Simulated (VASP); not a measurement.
# Cu (I4/mmm) in VASP: a series of runs, part 2 of 2

VASP 6.6.1.

## Step 4: Single point, PBE (volume 13.278 Å^3 an atom, c/a of the conventional cell 1.0166)

Contents of INCAR:

```
ALGO     = Fast           # electronic algorithm
EDIFF    = 1E-6           # SCF threshold, eV
ENCUT    = 520            # plane-wave cutoff, eV
GGA      = PE             # functional
ISIF     = 2              # what is computed and relaxed
ISMEAR   = 0              # smearing method
LASPH    = T              # aspherical terms in the spheres
LCHARG   = T              # write CHGCAR
LELF     = T              # ELF
LREAL    = F              # projectors in reciprocal space
LVHAR    = T            
LWAVE    = F              # write WAVECAR
NBANDS   = 12             # bands
NELM     = 60             # most SCF steps
PREC     = Accurate       # precision mode
SIGMA    = 0.15           # smearing width, eV
```

Contents of KPOINTS:

```
k-points
0
Gamma
  24 24 24
```

Contents of POSCAR:

```
Cu
1.0
   -1.4835682232      1.4835682232      1.5081954557
    1.4835682232     -1.4835682232      1.5081954557
    1.4835682232      1.4835682232     -1.5081954557
Cu
1
Direct
    0.0000000000      0.0000000000      0.0000000000
```

Potentials or basis: VASP PAW PBE potentials, release 64 (Cu).

Run with:

```sh
$ cat potpaw_PBE.64/Cu/POTCAR > POTCAR
$ mpirun -np 1 vasp_std > vasp.out
```

OUTCAR:

```text
EDIFF = 1E-6
   ENCUT = 520
   GGA = PE
   ISIF = 2
   ISMEAR = 0
   LASPH = T
   LREAL = F
   NELM = 60
   PREC = Accurate

 ion  position               nearest neighbor table
   1  0.000  0.000  0.000-

  LATTYP: Found a body centered tetragonal cell.
 ALAT       =     2.9671364464
 C/A-ratio  =     1.0166000000

  Lattice vectors:

 A1 = (  -1.4835682232,   1.4835682232,   1.5081954557)
 A2 = (   1.4835682232,  -1.4835682232,   1.5081954557)
 A3 = (   1.4835682232,   1.4835682232,  -1.5081954557)

Analysis of symmetry for initial positions (statically):
=====================================================================
 Subroutine PRICEL returns:
 Original cell was already a primitive cell.

 Routine SETGRP: Setting up the symmetry group for a
 body centered tetragonal supercell.

 Subroutine GETGRP returns: Found 16 space group operations
 (whereof 16 operations were pure point group operations)
 out of a pool of 16 trial point group operations.

The static configuration has the point symmetry D_4h.

Analysis of symmetry for dynamics (positions and initial velocities):
=====================================================================
[... 162 lines left out ...]
 Fermi energy:         6.2189325489

 k-point     1 :       0.0000    0.0000    0.0000
  band No.  band energies     occupation
      1      -2.2698      2.00000
      2       3.4457      2.00000
      3       3.4457      2.00000
      4       3.4971      2.00000
      5       4.2852      2.00000
      6       4.3386      2.00000
      7      29.9302      0.00000
      8      30.2286      0.00000
      9      30.2286      0.00000
     10      31.8113      0.00000
     11      32.1848      0.00000
     12      32.1849      0.00000
[... 331 lines left out ...]
 k-point    24 :       0.4583    0.0417    0.0000
  band No.  band energies     occupation
      1       1.8345      2.00000
      2       2.9018      2.00000
      3       4.2474      2.00000
      4       4.3493      2.00000
      5       4.8013      2.00000
      6       5.9794      1.97607
      7      10.0754      0.00000
      8      21.9411      0.00000
      9      22.7180      0.00000
     10      26.8086      0.00000
     11      29.1057      0.00000
     12      37.5103      0.00000

 [... further k-points ...]
[... 5 lines left out ...]
  --------------------------------------------------------------------------------------
  -------------------------------------------------------------------------------------
  Total       -0.8540311     -0.8540311     -0.8328674      0.0000000      0.0000000      0.0000000
  in kB     -103.0508585   -103.0508585   -100.4971561      0.0000000      0.0000000      0.0000000
  external PRESSURE =    -102.1996243 kB  Pullay stress =       0.0000000 kB

 VOLUME and BASIS-vectors are now :
 -----------------------------------------------------------------------------
  energy-cutoff  :      520.00
  volume of cell :       13.28
      direct lattice vectors                 reciprocal lattice vectors
    -1.483568223  1.483568223  1.508195456     0.000000000  0.337025283  0.331522017
     1.483568223 -1.483568223  1.508195456     0.337025283  0.000000000  0.331522017
     1.483568223  1.483568223 -1.508195456     0.337025283  0.337025283  0.000000000

 POSITION                                       TOTAL-FORCE (eV/Angst)
 -----------------------------------------------------------------------------------
      0.00000      0.00000      0.00000         0.000000      0.000000     -0.000000
 -----------------------------------------------------------------------------------
    total drift:                                0.000000     -0.000000     -0.000000

  FREE ENERGIE OF THE ION-ELECTRON SYSTEM (eV)
  ---------------------------------------------------
  free  energy   TOTEN  =        -3.6506631707 eV

  energy  without entropy=       -3.6454914457  energy(sigma->0) =       -3.64807731
```

OSZICAR:

```text
N       E                     dE             d eps       ncg     rms          rms(c)
DAV:   1     0.433926687095E+02    0.43393E+02   -0.53795E+03 27980   0.148E+03
DAV:   2    -0.310214971388E+01   -0.46495E+02   -0.42927E+02 26352   0.200E+02
DAV:   3    -0.447863149749E+01   -0.13765E+01   -0.13676E+01 29868   0.399E+01
DAV:   4    -0.448756085307E+01   -0.89294E-02   -0.89282E-02 28796   0.286E+00
DAV:   5    -0.448765587347E+01   -0.95020E-04   -0.95019E-04 29852   0.301E-01    0.738E+00
RMM:   6    -0.407524105675E+01    0.41241E+00   -0.34610E+00 31819   0.344E+01    0.491E+00
RMM:   7    -0.365919177697E+01    0.41605E+00   -0.57983E-01 31461   0.140E+01    0.879E-01
RMM:   8    -0.365169736484E+01    0.74944E-02   -0.94615E-03 32817   0.121E+00    0.250E-01
RMM:   9    -0.365059839009E+01    0.10990E-02   -0.26376E-03 33293   0.966E-01    0.286E-02
RMM:  10    -0.365064881197E+01   -0.50422E-04   -0.49448E-04 33957   0.307E-01    0.108E-02
RMM:  11    -0.365066107426E+01   -0.12262E-04   -0.96219E-05 34779   0.101E-01    0.617E-03
RMM:  12    -0.365066324628E+01   -0.21720E-05   -0.96599E-06 32754   0.331E-02    0.215E-03
RMM:  13    -0.365066317073E+01    0.75554E-07   -0.11370E-06 21465   0.122E-02
   1 F= -.36506632E+01 E0= -.36480773E+01  d E =-.517172E-02
```

stdout:

```text
POSCAR found type information on POSCAR Cu
 POSCAR found :  1 types and       1 ions
 scaLAPACK will be used
 LDA part: xc-table for (Slater+PW92), standard interpolation
 POSCAR, INCAR and KPOINTS ok, starting setup
 FFT: planning ... GRIDC
 FFT: planning ... GRID_SOFT
 FFT: planning ... GRID
 WAVECAR not read
 entering main loop
WARNING in EDDRMM: call to ZHEGV failed, returncode =   6  3      9
WARNING in EDDRMM: call to ZHEGV failed, returncode =   6  3     11
WARNING in EDDRMM: call to ZHEGV failed, returncode =   8  4     12
```

It took 2.3 min on 1 thread of AMD EPYC 7R43 (Zen 3), shared host; peak memory 0.22 GiB.

Results:

* Free energy: -3.6507 eV
* Pressure: -10.2 GPa

## Step 5: Single point, PBE (volume 13.918 Å^3 an atom, c/a of the conventional cell 1.0583)

Contents of INCAR:

```
PREC = Accurate
ENCUT = 520
EDIFF = 1E-6
ISMEAR = 0
SIGMA = 0.15
LREAL = F
LASPH = T
NELM = 100
ALGO = Fast
ISIF = 2
LWAVE = F
LCHARG = F
GGA = PE
NBANDS = 12
```

Contents of KPOINTS:

```
regular mesh
0
Gamma
  24 24 24
```

Contents of POSCAR:

```
Cu
1.0
   -1.4869716262      1.4869716262      1.5736620720
    1.4869716262     -1.4869716262      1.5736620720
    1.4869716262      1.4869716262     -1.5736620720
Cu
1
Direct
    0.0000000000      0.0000000000      0.0000000000
```

Run with:

```sh
$ cat potpaw_PBE.64/Cu/POTCAR > POTCAR
$ mpirun -np 1 vasp_std > vasp.out
```

Run time: 2.3 min. Hardware: 1 thread of AMD EPYC 7R43 (Zen 3), shared host; peak memory 0.24 GiB.

The run converged. Its results:

| Property | Result |
| --- | --- |
| Free energy | -3.6044 eV |
| Pressure | -13.2 GPa |

Stress tensor (GPa, compression positive):
```
-13.47   0.00   0.00
  0.00 -13.47   0.00
  0.00   0.00 -12.56
```

Levels at points of the mesh, in eV from the Fermi level:
```tsv
k point	band 3	band 4	band 5	band 6	band 7	band 8	band 9	band 10
(0.00, 0.00, 0.00)	-2.68	-2.52	-1.94	-1.77	22.79	23.47	23.47	24.15
(0.50, 0.00, 0.00)	-1.98	-1.75	-1.30	-0.30	3.36	16.11	16.62	19.88
(0.50, 0.50, 0.00)	-1.77	-1.71	-1.27	0.06	3.89	14.73	15.24	18.66
(0.50, 0.50, 0.50)	-1.44	-1.40	-1.40	6.30	8.14	8.14	11.40	12.94
```

## Step 6: Single point, PBE (volume 13.918 Å^3 an atom, c/a of the conventional cell 0.9765)

Contents of INCAR:

```
PREC = Accurate
ENCUT = 520
EDIFF = 1E-6
ISMEAR = 0
SIGMA = 0.15
LREAL = False
LASPH = True
NELM = 100
ALGO = Fast
ISIF = 2
LWAVE = False
LCHARG = False
GGA = PE
NBANDS = 12
```

KPOINTS is that of step 5.

Contents of POSCAR:

```
Cu
1.0
   -1.5273838624      1.5273838624      1.4914903416
    1.5273838624     -1.5273838624      1.4914903416
    1.5273838624      1.5273838624     -1.4914903416
Cu
1
Direct
    0.0000000000      0.0000000000      0.0000000000
```

Potentials or basis: VASP PAW PBE potentials, release 64 (Cu).

Run with:

```sh
$ cat potpaw_PBE.64/Cu/POTCAR > POTCAR
$ mpirun -np 1 vasp_std > vasp.out
```

OUTCAR:

```text
PREC = Accurate
   ENCUT = 520
   EDIFF = 1E-6
   ISMEAR = 0
   LREAL = False
   LASPH = True
   NELM = 100
   ISIF = 2
   GGA = PE

 ion  position               nearest neighbor table
   1  0.000  0.000  0.000-

  LATTYP: Found a body centered tetragonal cell.
 ALAT       =     3.0547677248
 C/A-ratio  =     0.9765000000

  Lattice vectors:

 A1 = (  -1.5273838624,   1.5273838624,   1.4914903416)
 A2 = (   1.5273838624,  -1.5273838624,   1.4914903416)
 A3 = (   1.5273838624,   1.5273838624,  -1.4914903416)

Analysis of symmetry for initial positions (statically):
=====================================================================
 Subroutine PRICEL returns:
 Original cell was already a primitive cell.

 Routine SETGRP: Setting up the symmetry group for a
 body centered tetragonal supercell.

 Subroutine GETGRP returns: Found 16 space group operations
 (whereof 16 operations were pure point group operations)
 out of a pool of 16 trial point group operations.

The static configuration has the point symmetry D_4h.

Analysis of symmetry for dynamics (positions and initial velocities):
[... 161 lines left out ...]
 cond. band min:       5.7227357288   @ k =   0.5000   0.2917   0.0417
 fundamental gap:      0.0084015581
 Fermi energy:         5.7210847701

 k-point     1 :       0.0000    0.0000    0.0000
  band No.  band energies     occupation
      1      -2.4488      2.00000
      2       3.0402      2.00000
      3       3.1116      2.00000
      4       3.1116      2.00000
      5       3.8407      2.00000
      6       3.9152      2.00000
      7      28.9507      0.00000
      8      28.9507      0.00000
      9      29.5147      0.00000
     10      30.4881      0.00000
     11      30.4882      0.00000
     12      30.8655      0.00000
[... 331 lines left out ...]
 k-point    24 :       0.4583    0.0417   -0.0000
  band No.  band energies     occupation
      1       1.5717      2.00000
      2       2.5178      2.00000
      3       3.8429      2.00000
      4       3.9510      2.00000
      5       4.3538      2.00000
      6       5.6478      1.51028
      7       9.4791      0.00000
      8      20.6579      0.00000
      9      21.4623      0.00000
     10      25.4537      0.00000
     11      27.5439      0.00000
     12      36.2866      0.00000

 [... further k-points ...]
[... 5 lines left out ...]
  --------------------------------------------------------------------------------------
  -------------------------------------------------------------------------------------
  Total       -1.1343209     -1.1343209     -1.1599541      0.0000000     -0.0000000      0.0000000
  in kB     -130.5778983   -130.5778983   -133.5286761      0.0000000     -0.0000000      0.0000000
  external PRESSURE =    -131.5614909 kB  Pullay stress =       0.0000000 kB

 VOLUME and BASIS-vectors are now :
 -----------------------------------------------------------------------------
  energy-cutoff  :      520.00
  volume of cell :       13.92
      direct lattice vectors                 reciprocal lattice vectors
    -1.527383862  1.527383862  1.491490342     0.000000000  0.327357132  0.335235158
     1.527383862 -1.527383862  1.491490342     0.327357132  0.000000000  0.335235158
     1.527383862  1.527383862 -1.491490342     0.327357132  0.327357132  0.000000000

 POSITION                                       TOTAL-FORCE (eV/Angst)
 -----------------------------------------------------------------------------------
      0.00000      0.00000      0.00000         0.000000      0.000000     -0.000000
 -----------------------------------------------------------------------------------
    total drift:                               -0.000000     -0.000000      0.000000

  FREE ENERGIE OF THE ION-ELECTRON SYSTEM (eV)
  ---------------------------------------------------
  free  energy   TOTEN  =        -3.6031162134 eV

  energy  without entropy=       -3.5979257353  energy(sigma->0) =       -3.60052097
```

stdout:

```text
POSCAR found type information on POSCAR Cu
 POSCAR found :  1 types and       1 ions
 scaLAPACK will be used
 LDA part: xc-table for (Slater+PW92), standard interpolation
 POSCAR, INCAR and KPOINTS ok, starting setup
 FFT: planning ... GRIDC
 FFT: planning ... GRID_SOFT
 FFT: planning ... GRID
 WAVECAR not read
 entering main loop
WARNING in EDDRMM: call to ZHEGV failed, returncode =   8  4     12
WARNING in EDDRMM: call to ZHEGV failed, returncode =   6  3      7
```

Run time: 2.5 min. Hardware: 1 thread of AMD EPYC 7R43 (Zen 3), shared host; peak memory 0.23 GiB.

Results:

```
Free energy : -3.6031 eV
Pressure    : -13.2 GPa
```

Stress tensor (GPa, compression positive):
```
-13.06   0.00   0.00
  0.00 -13.06   0.00
  0.00   0.00 -13.35
```

Levels at points of the mesh, in eV from the Fermi level:
```tsv
k point	band 3	band 4	band 5	band 6	band 7	band 8	band 9	band 10
(0.00, 0.00, 0.00)	-2.61	-2.61	-1.88	-1.81	23.23	23.23	23.79	24.77
(0.50, 0.00, 0.00)	-1.87	-1.74	-1.28	-0.14	3.61	15.42	15.95	19.27
(0.50, 0.50, 0.00)	-1.93	-1.78	-1.29	-0.29	3.38	16.02	16.54	19.80
(0.50, 0.50, 0.50)	-1.42	-1.42	-1.40	7.24	7.24	8.04	12.22	12.40
```

## Step 7: Overview

```csv
cell,further INCAR settings,gap on the mesh (eV),pressure (GPa)
"a = 2.584 Å, angles 108.8, 108.8, 110.8°, 1 atom",ALGO = Fast; EDIFF = 1e-07; NBANDS = 12,none,-10.2
"a = 2.586 Å, angles 107.8, 107.8, 112.9°, 1 atom",ALGO = Fast; EDIFF = 1e-07; NBANDS = 12,none,-10.2
"a = 2.584 Å, angles 109.9, 109.9, 108.6°, 1 atom",ALGO = Fast; EDIFF = 1e-06; NBANDS = 12,none,-10.2
"a = 2.627 Å, angles 111.0, 111.0, 106.4°, 1 atom",ALGO = Fast; EDIFF = 1e-06; NBANDS = 12,none,-13.2
"a = 2.625 Å, angles 108.8, 108.8, 110.8°, 1 atom",ALGO = Fast; EDIFF = 1e-06; NBANDS = 12,none,-13.2
```

Alike in all rows: task single point; level PBE; potentials or basis VASP PAW PBE potentials, release 64 (Cu); no spin polarisation; k mesh 24 × 24 × 24; cutoff (eV) 520; smearing gaussian 0.15 eV.

Absolute energies hang on the potentials; compare differences alone.
